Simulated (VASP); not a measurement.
# SnO (P4/nmm) in VASP: relaxation of cell and atoms with PBE

Aim: the relaxation of cell and atoms of SnO with PBE.

All numbers are computed with VASP 6.6.1; they aren't measurements. Logs are shortened: lines on timing, memory, paths and dates and some standing lists are left out, and cuts for length are marked.

## (1) The cell of the first run

Symmetry: P4/nmm, No. 129, tetragonal system. The conventional cell has a = 3.866 Å, b = 3.866 Å, c = 5.140 Å, α = 90.00°, β = 90.00°, γ = 90.00°. Sn (site symmetry 4mm) has 4 O at 2.25 Å within 3.0 Å. O (site symmetry -4m2) has 4 Sn at 2.25 Å and 4 O at 2.73 Å within 3.0 Å.

## (2) Relaxation of cell and atoms, PBE

INCAR reads:

```
SYSTEM = SnO
ALGO = Normal
EDIFF = 1E-6
EDIFFG = -0.01
ENCUT = 600
GGA = PE
IBRION = 2
ISIF = 3
ISMEAR = 0
LASPH = .True.
LCHARG = .False.
LREAL = .False.
LWAVE = .False.
NELM = 100
NSW = 100
PREC = Accurate
SIGMA = 0.02
```

KPOINTS reads:

```
k-points
0
Gamma
  10 10 8
  0 0 0
```

POSCAR reads:

```
SnO
1.0
    3.8661357901      0.0000000000      0.0000000000
    0.0000000000      3.8661357901      0.0000000000
    0.0000000000      0.0000000000      5.1401911232
Sn O
2 2
Direct
    0.5000000000      0.0000000000      0.7741454103
    0.0000000000      0.5000000000      0.2258545897
    0.0000000000      0.0000000000      0.0000000000
    0.5000000000      0.5000000000      0.0000000000
```

Potentials or basis: VASP PAW PBE potentials, release 64 (Sn_d, O).

Command:

```sh
> cat potpaw_PBE.64/Sn_d/POTCAR potpaw_PBE.64/O/POTCAR > POTCAR
> mpirun -np 1 vasp_std > vasp.out
```

OUTCAR:

```text
SYSTEM = SnO
   EDIFF = 1E-6
   EDIFFG = -0.01
   ENCUT = 600
   GGA = PE
   IBRION = 2
   ISIF = 3
   ISMEAR = 0
   LASPH = .True.
   LREAL = .False.
   NELM = 100
   NSW = 100
   PREC = Accurate

 ion  position               nearest neighbor table
   1  0.500  0.000  0.774-   3 2.25   4 2.25   4 2.25   3 2.25   2 3.59   2 3.59   2 3.59   2 3.59

   2  0.000  0.500  0.226-   3 2.25   4 2.25   3 2.25   4 2.25   1 3.59   1 3.59   1 3.59   1 3.59

   3  0.000  0.000  0.000-   1 2.25   2 2.25   2 2.25   1 2.25
   4  0.500  0.500  0.000-   1 2.25   2 2.25   1 2.25   2 2.25

  LATTYP: Found a simple tetragonal cell.
 ALAT       =     3.8661357901
 C/A-ratio  =     1.3295423136

  Lattice vectors:

 A1 = (   3.8661357901,   0.0000000000,   0.0000000000)
 A2 = (   0.0000000000,   3.8661357901,   0.0000000000)
 A3 = (   0.0000000000,   0.0000000000,   5.1401911232)

Analysis of symmetry for initial positions (statically):
=====================================================================
 Subroutine PRICEL returns:
 Original cell was already a primitive cell.

 Routine SETGRP: Setting up the symmetry group for a
 simple tetragonal supercell.

 Subroutine GETGRP returns: Found 16 space group operations
 (whereof  8 operations were pure point group operations)
 out of a pool of 16 trial point group operations.

The static configuration has the point symmetry D_2d.
 The point group associated with its full space group is D_4h.

Analysis of symmetry for dynamics (positions and initial velocities):
=====================================================================
 Subroutine PRICEL returns:
 Original cell was already a primitive cell.

 Routine SETGRP: Setting up the symmetry group for a
 simple tetragonal supercell.

 Subroutine GETGRP returns: Found 16 space group operations
 (whereof  8 operations were pure point group operations)
 out of a pool of 16 trial point group operations.

The dynamic configuration has the point symmetry D_2d.
 The point group associated with its full space group is D_4h.

 Subroutine INISYM returns: Found 16 space group operations
 (whereof  8 operations are pure point group operations),
 and found     1 'primitive' translations

----------------------------------------------------------------------------------------

                                     Primitive cell

  volume of cell :      76.8305

  direct lattice vectors                    reciprocal lattice vectors
     3.866135790  0.000000000  0.000000000     0.258656202  0.000000000  0.000000000
     0.000000000  3.866135790  0.000000000     0.000000000  0.258656202  0.000000000
     0.000000000  0.000000000  5.140191123     0.000000000  0.000000000  0.194545295

  length of vectors
     3.866135790  3.866135790  5.140191123     0.258656202  0.258656202  0.194545295

  position of ions in fractional coordinates (direct lattice)
     0.500000000  0.000000000  0.774145410
     0.000000000  0.500000000  0.225854590
     0.000000000  0.000000000  0.000000000
     0.500000000  0.500000000  0.000000000

  ion indices of the primitive-cell ions
   primitive index   ion index
                 1           1
                 2           2
                 3           3
                 4           4

----------------------------------------------------------------------------------------

 KPOINTS: k-points

Automatic generation of k-mesh.
 Grid dimensions read from file:
 generate k-points for:   10   10    8

 Generating k-lattice:

  Cartesian coordinates                     Fractional coordinates (reciprocal lattice)
     0.025865620  0.000000000  0.000000000     0.100000000  0.000000000  0.000000000
     0.000000000  0.025865620  0.000000000     0.000000000  0.100000000  0.000000000
     0.000000000  0.000000000  0.024318162     0.000000000  0.000000000  0.125000000

  Length of vectors
     0.025865620  0.025865620  0.024318162

  Shift w.r.t. Gamma in fractional coordinates (k-lattice)
     0.000000000  0.000000000  0.000000000

 Subroutine IBZKPT returns following result:
 ===========================================

 Found    105 irreducible k-points:

 Following reciprocal coordinates:
            Coordinates               Weight
  0.000000  0.000000  0.000000      1.000000
  0.100000  0.000000  0.000000      4.000000
  0.200000  0.000000  0.000000      4.000000
  0.300000  0.000000  0.000000      4.000000
  0.400000  0.000000  0.000000      4.000000
  0.500000  0.000000  0.000000      2.000000
[... 16 lines left out ...]
  0.100000  0.000000  0.125000      8.000000
  0.200000  0.000000  0.125000      8.000000
 [... further k-points ...]
   k-points           NKPTS =    105   k-points in BZ     NKDIM =    105   number of bands    NBANDS=     24
   number of dos      NEDOS =    301   number of ions     NIONS =      4
   total plane-waves  NPLWV =  43008
   dimension x,y,z NGX =    32 NGY =   32 NGZ =   42
   dimension x,y,z NGXF=    64 NGYF=   64 NGZF=   84
   ions per type =               2   2
   NGX,Y,Z   is equivalent  to a cutoff of  13.76, 13.76, 13.58 a.u.
   NGXF,Y,Z  is equivalent  to a cutoff of  27.52, 27.52, 27.17 a.u.
 SYSTEM =  SnO
   PREC   = accura    normal or accurate (medium, high low for compatibility)
   ISTART =      0    job   : 0-new  1-cont  2-samecut
   ICHARG =      2    charge: 1-file 2-atom 10-const
   ISPIN  =      1    spin polarized calculation?
   LNONCOLLINEAR =      F non collinear calculations
   LSORBIT =      F    spin-orbit coupling
   LASPH  =      T    aspherical Exc in radial PAW
   ENCUT  =  600.0 eV  44.10 Ry    6.64 a.u.   7.72  7.72 10.27*2*pi/ulx,y,z
   NELM   =    100;   NELMIN=  2; NELMDL= -5     # of ELM steps
   EDIFF  = 0.1E-05   stopping-criterion for ELM
   LREAL  =      F    real-space projection
   EDIFFG = -.1E-01   stopping-criterion for IOM
   NSW    =    100    number of steps for IOM
   IBRION =      2    ionic relax: 0-MD 1-quasi-New 2-CG
   NFREE  =      1    steps in history (QN), initial steepest desc. (CG)
   ISIF   =      3    stress and relaxation
   ISYM   =      2    0-nonsym 1-usesym 2-fastsym
   POTIM  = 0.5000    time-step for ionic-motion
   TEBEG  =    0.0;   TEEND  =   0.0 temperature during run
   PSTRESS=    0.0 pullay stress
   NELECT =      40.0000    total number of electrons
   NUPDOWN=      -1.0000    fix difference up-down
   EMIN   =  10.00;   EMAX   =-10.00  energy-range for DOS
   EFERMI =   0.00;   METHOD = LEGACY
   ISMEAR =     0;   SIGMA  =   0.02  broadening in eV -4-tet -1-fermi 0-gaus
   EFERMI_NEDOS =   21; number of points for ismear=-14 and -15
   IALGO  =     38    algorithm
   IMIX   =      4    mixing-type and parameters
     AMIX     =   0.40;   BMIX     =  1.00
     AMIX_MAG =   1.60;   BMIX_MAG =  1.00
  volume/ion in A,a.u.               =      19.21       129.62
  Fermi-wavevector in a.u.,A,eV,Ry     =   1.316994  2.488757 23.598927  1.734472
  Thomas-Fermi vector in A             =   2.447066
   LORBIT       =      0    0 simple, 1 ext, 2 COOP (PROOUT), +10 PAW based schemes
   GGA     = PE    functional components
   LHFCALC =     F    Hartree Fock is set to
   AEXX    =    0.0000 exact exchange contribution
   IVDW    =     0    specifies the selected vdW correction
   LEPSILON=     F    determine dielectric tensor
   LRPA    =     F    only Hartree local field effects (RPA)
 conjugate gradient relaxation of ions
 non-spin polarized calculation
 Gauss-broadening in eV      SIGMA  =   0.02
  energy-cutoff  :      600.00
  volume of cell :       76.83
 maximum number of plane-waves:      2588
 NGX is ok and might be reduce to    32
   NGX = 15   NGY = 15   NGZ = 21

--------------------------------------- Ionic step        1  -------------------------------------------

 number of electron      39.9999991 magnetization

 Free energy of the ion-electron system (eV)
  ---------------------------------------------------
  ext. energy  EPLUGINS =         0.00000000
  ---------------------------------------------------
  free energy    TOTEN  =       -22.72967644 eV

  energy without entropy =      -22.72967644  energy(sigma->0) =      -22.72967644

------------------------ aborting loop because EDIFF is reached ----------------------------------------

  FORCE on cell =-STRESS in cart. coord.  units (eV):
  Direction    XX          YY          ZZ          XY          YZ          ZX
  --------------------------------------------------------------------------------------
  -------------------------------------------------------------------------------------
  Total        0.0575343      0.0575343     -0.0169535      0.0000000      0.0000000      0.0000000
  in kB        1.1997865      1.1997865     -0.3535380      0.0000000      0.0000000      0.0000000
  external PRESSURE =       0.6820117 kB  Pullay stress =       0.0000000 kB
[... 95 lines left out ...]
  FREE ENERGIE OF THE ION-ELECTRON SYSTEM (eV)
  ---------------------------------------------------
  free  energy   TOTEN  =       -22.7300429123 eV

  energy  without entropy=      -22.7300429123  energy(sigma->0) =      -22.73004291

[... ionic steps 4 to 10 ...]

--------------------------------------- Ionic step       11  -------------------------------------------

 number of electron      39.9999996 magnetization

------------------------ aborting loop because EDIFF is reached ----------------------------------------

  FORCE on cell =-STRESS in cart. coord.  units (eV):
  Direction    XX          YY          ZZ          XY          YZ          ZX
  --------------------------------------------------------------------------------------
  -------------------------------------------------------------------------------------
  Total        0.0931401      0.0931401      0.0451167      0.0000000      0.0000000      0.0000000
  in kB        1.9812028      1.9812028      0.9596868      0.0000000      0.0000000      0.0000000
  external PRESSURE =       1.6406975 kB  Pullay stress =       0.0000000 kB
[... 61 lines left out ...]
  energy  without entropy=      -22.7320751337  energy(sigma->0) =      -22.73207513

--------------------------------------- Ionic step       13  -------------------------------------------

 number of electron      39.9999994 magnetization

 Free energy of the ion-electron system (eV)
  ---------------------------------------------------
  ext. energy  EPLUGINS =         0.00000000
  ---------------------------------------------------
  free energy    TOTEN  =       -22.73223662 eV

  energy without entropy =      -22.73223662  energy(sigma->0) =      -22.73223662

 E-fermi :   6.3610     XC(G=0):  -9.8576

 val. band max:        6.1966521593   @ k =   0.0000   0.0000   0.0000
 cond. band min:       6.6437319709   @ k =   0.5000   0.5000   0.0000
 fundamental gap:      0.4470798116
 Fermi energy:         6.3610338097

 k-point     1 :       0.0000    0.0000    0.0000
  band No.  band energies     occupation
      1     -15.5514      2.00000
      2     -15.1924      2.00000
      3     -15.1876      2.00000
      4     -15.1876      2.00000
      5     -15.1587      2.00000
      6     -15.1439      2.00000
[... 637 lines left out ...]
     23      10.8502      0.00000
     24      11.1936      0.00000

 [... further k-points ...]

------------------------ aborting loop because EDIFF is reached ----------------------------------------

  FORCE on cell =-STRESS in cart. coord.  units (eV):
  Direction    XX          YY          ZZ          XY          YZ          ZX
  --------------------------------------------------------------------------------------
  -------------------------------------------------------------------------------------
  Total       -0.0116956     -0.0116956     -0.0132307      0.0000000      0.0000000      0.0000000
  in kB       -0.2485569     -0.2485569     -0.2811814      0.0000000      0.0000000      0.0000000
  external PRESSURE =      -0.2594318 kB  Pullay stress =       0.0000000 kB
[... 19 lines left out ...]
  FREE ENERGIE OF THE ION-ELECTRON SYSTEM (eV)
  ---------------------------------------------------
  free  energy   TOTEN  =       -22.7322366215 eV

  energy  without entropy=      -22.7322366215  energy(sigma->0) =      -22.73223662

 reached required accuracy - stopping structural energy minimisation
```

Wall time 10 min (1 thread of AMD EPYC 9R45 (Zen 5), shared host); peak memory 0.33 GiB.

What came out:

```
Free energy                           : -22.7322 eV
Relaxed volume                        : 18.85 Å³/atom
Relaxed cell                          : a = 3.868 Å, b = 3.868 Å, c = 5.039 Å, α = 90.00°, β = 90.00°, γ = 90.00°
Space group after relaxing (to 0.1 Å) : P4/nmm (No. 129)
Energy gained by relaxing             : 0.6 meV/atom
Ionic steps                           : 13
Pressure after relaxing               : 0.0 GPa
Largest force after relaxing          : 0.004 eV/Å
Band gap on the k mesh                : 0.45 eV (least direct gap 1.93 eV)
```

Forces in eV/Å, atoms in the order of the input:
```
Sn   0.000  0.000 -0.004
Sn   0.000  0.000  0.004
O    0.000  0.000  0.000
O    0.000  0.000  0.000
```

The path:
```tsv
step	energy change (eV)	largest force (eV/Å)	pressure (GPa)	volume (Å³)
1	0.0000	0.0873	0.07	76.83
2	-0.0004	0.0020	-0.27	76.92
3	-0.0004	0.0107	-0.26	76.91
4	-0.0008	0.0025	-0.19	76.71
5	-0.0015	0.0187	-0.04	76.10
6	-0.0009	0.0621	0.26	74.88
7	-0.0017	0.0282	0.02	75.78
8	-0.0022	0.0019	0.12	75.56
9	-0.0024	0.0202	0.15	75.43
10	-0.0024	0.0555	0.25	75.17
11	-0.0024	0.0354	0.16	75.32
12	-0.0024	0.0348	-0.22	75.47
13	-0.0026	0.0036	-0.03	75.39
```

Final structure:
```xyz
4
Lattice="3.8679 0.0000 0.0000 0.0000 3.8679 0.0000 0.0000 0.0000 5.0392" Properties=species:S:1:pos:R:3 pbc="T T T"
Sn    1.9339    0.0000    3.8768
Sn    0.0000    1.9339    1.1624
O     0.0000    0.0000    0.0000
O     1.9339    1.9339    0.0000
```

Caveat: semilocal functionals underestimate gaps, and a narrow one can read as zero; spin-orbit coupling is left out, which moves the levels of the heavy elements. A k mesh can miss the band edges.
